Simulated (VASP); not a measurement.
Input of a VASP 6.6.1 run:

File POSCAR:

```
SiO2
1.0
    7.0979374812      0.0000000000      0.0000000000
    0.0000000000      7.0979374812      0.0000000000
    0.0000000000      0.0000000000      7.0979374812
Si O
8 16
Direct
    0.2819939628      0.2819939628      0.2819939628
    0.2180060372      0.7180060372      0.7819939628
    0.7819939628      0.2180060372      0.7180060372
    0.7180060372      0.7819939628      0.2180060372
    1.0212741033      1.0212741033      1.0212741033
    0.4787258967     -0.0212741033      0.5212741033
    0.5212741033      0.4787258967     -0.0212741033
   -0.0212741033      0.5212741033      0.4787258967
    0.1515005950      0.1515005950      0.1515005950
    0.3484994050      0.8484994050      0.6515005950
    0.6515005950      0.3484994050      0.8484994050
    0.8484994050      0.6515005950      0.3484994050
    0.6392487434      0.6624795215      0.0417028029
    0.8607512566      0.3375204785      0.5417028029
    0.1392487434      0.8375204785      0.9582971971
    0.3607512566      0.1624795215      0.4582971971
    0.0417028029      0.6392487434      0.6624795215
    0.5417028029      0.8607512566      0.3375204785
    0.9582971971      0.1392487434      0.8375204785
    0.4582971971      0.3607512566      0.1624795215
    0.6624795215      0.0417028029      0.6392487434
    0.3375204785      0.5417028029      0.8607512566
    0.8375204785      0.9582971971      0.1392487434
    0.1624795215      0.4582971971      0.3607512566
```

Contents of INCAR.step1:

```
PREC     = Accurate       # precision mode
ENCUT    = 520            # plane-wave cutoff, eV
ISMEAR   = 0              # smearing method
SIGMA    = 0.02           # smearing width, eV
LREAL    = Auto         
LASPH    = T              # aspherical terms in the spheres
NELM     = 100            # most SCF steps
NBANDS   = 82             # bands
GGA      = PE             # functional
ALGO     = Normal         # electronic algorithm
EDIFF    = 1E-4           # SCF threshold, eV
LWAVE    = T              # write WAVECAR
LCHARG   = F              # write CHGCAR
```

Contents of INCAR.step2:

```
PREC     = Accurate       # precision mode
ENCUT    = 520            # plane-wave cutoff, eV
EDIFF    = 1E-6           # SCF threshold, eV
ISMEAR   = 0              # smearing method
SIGMA    = 0.02           # smearing width, eV
LREAL    = Auto         
LASPH    = T              # aspherical terms in the spheres
NELM     = 100            # most SCF steps
ALGO     = Normal         # electronic algorithm
ISIF     = 2              # what is computed and relaxed
LWAVE    = F              # write WAVECAR
LCHARG   = F              # write CHGCAR
METAGGA  = R2SCAN         # meta-GGA
LMIXTAU  = T            
NBANDS   = 82             # bands
ISTART   = 1
```

KPOINTS

```
Automatic mesh
0
Gamma
  4 4 4
```

Potentials or basis: VASP PAW PBE potentials, release 64 (Si, O).

Command:

```bash
$ cat potpaw_PBE.64/Si/POTCAR potpaw_PBE.64/O/POTCAR > POTCAR
$ cp INCAR.step1 INCAR
$ mpirun -np 1 vasp_std > vasp.out
$ cp INCAR.step2 INCAR
$ mpirun -np 1 vasp_std > vasp.out
```

Question: What does it give for the largest force?

Answer: 0.040 eV/Å.

Question: Estimate the pressure.

Answer: 0.2 GPa.

Forces in eV/Å, atoms in the order of the input:
```
Si   0.006  0.006  0.006
Si  -0.006 -0.006  0.006
Si   0.006 -0.006 -0.006
Si  -0.006  0.006 -0.006
Si   0.023  0.023  0.023
Si  -0.023 -0.023  0.023
Si   0.023 -0.023 -0.023
Si  -0.023  0.023 -0.023
O    0.000  0.000  0.000
O    0.000  0.000  0.000
O    0.000  0.000  0.000
O    0.000  0.000  0.000
O   -0.001 -0.001 -0.006
O    0.001  0.001 -0.006
O   -0.001  0.001  0.006
O    0.001 -0.001  0.006
O   -0.006 -0.001 -0.001
O   -0.006  0.001  0.001
O    0.006 -0.001  0.001
O    0.006  0.001 -0.001
O   -0.001 -0.006 -0.001
O    0.001 -0.006  0.001
O    0.001  0.006 -0.001
O   -0.001  0.006  0.001
```

Caveat: the PAW data sets were made with another functional, which shifts forces and pressure a little.
